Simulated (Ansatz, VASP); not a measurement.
Two plane-wave programs on Y

```xyz
2
Lattice="3.5414 0.0000 0.0000 -1.7707 3.0670 0.0000 0.0000 0.0000 5.5144" Properties=species:S:1:pos:R:3 pbc="T T T"
Y     0.0000    2.0447    1.3786
Y     1.7707    1.0223    4.1358
```

Alike in both runs: task single point; functional LDA; k mesh 16 × 16 × 9; occupations fermi-dirac, width 0.05 eV; no spin polarisation.

```csv
,VASP,Ansatz
version,VASP 6.6.1,Ansatz 0.2.0
potentials or method,"VASP PAW LDA potentials, release 64 (Y_sv)","PAW with Ansatz's default frozen-core files, scalar-relativistic"
plane-wave cutoff (eV),500,420
valence electrons in the cell,22,22
```

Ansatz gave:

- pressure (GPa): 0.0

**Question.** Estimate VASP's values.

**Answer.** Pressure (GPa): -0.1.

LDA's correlation is that of Perdew and Zunger in VASP and of Perdew and Wang (1992) in Ansatz.
